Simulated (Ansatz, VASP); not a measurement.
## NaH in VASP and in Ansatz

Contents of POSCAR:

```
NaH
1.0
    2.9551240000      0.0000000000      0.0000000000
    0.0000000000      2.9551240000      0.0000000000
    0.0000000000      0.0000000000      2.9551240000
Na H
1 1
Direct
    0.0000000000      0.0000000000      0.0000000000
    0.5000000000      0.5000000000      0.5000000000
```

File INCAR.step1:

```
ALGO = Normal
EDIFF = 1E-5
ENCUT = 400
GGA = PE
GGA_COMPAT = False
ISIF = 2
ISMEAR = 0
LASPH = True
LREAL = False
LWAVE = True
NBANDS = 11
NELM = 120
PREC = Accurate
SIGMA = 0.01
```

Contents of INCAR.step2:

```
AEXX = 0.25
ALGO = Normal
EDIFF = 1E-6
ENCUT = 400
GGA = PE
GGA_COMPAT = False
ISIF = 2
ISMEAR = 0
ISTART = 1
LASPH = True
LCHARG = True
LELF = True
LHFCALC = True
LREAL = False
LVHAR = True
LWAVE = False
NBANDS = 11
NELM = 120
PREC = Accurate
PRECFOCK = Normal
SIGMA = 0.01
```

Contents of KPOINTS:

```
k-points
0
Gamma
  2 2 2
```

Input for Ansatz:

```yaml
crystal:
  lattice:
    - [2.955124, 0.0, 0.0]
    - [0.0, 2.955124, 0.0]
    - [0.0, 0.0, 2.955124]
  atoms:
    - { symbol: Na, position: [0.0, 0.0, 0.0] }
    - { symbol: H, position: [0.5, 0.5, 0.5] }
kpoints:
  mp_grid:
    grid: [2, 2, 2]
    shift: [0.0, 0.0, 0.0]
hamiltonian:
  xc: pbe0
scf:
  max_iter: 200
  occupations:
    method: fixed
output:
  eigenvalues: true
```

Alike in both runs: task single point; functional PBE0; k mesh 2 × 2 × 2; no spin polarisation.

```csv
,VASP,Ansatz
version,VASP 6.6.1,Ansatz 0.2.0
potentials or method,"VASP PAW PBE potentials, release 64 (Na_pv, H)","plane waves, PAW"
plane-wave cutoff (eV),400,420
occupations,"gaussian, width 0.01 eV",fixed
valence electrons in the cell,8,10
```

Ansatz gave:

```
gap on the k mesh at the Fermi level (eV) : 2.60
```

Task: Which values does VASP return?

Result: gap on the k mesh at the Fermi level (eV): 2.74.

VASP's potentials hold 8 valence electrons a cell and Ansatz's 10, so a difference there can come from the potentials and not from the codes.

The k mesh is coarse, so the values compare programs but aren't converged.
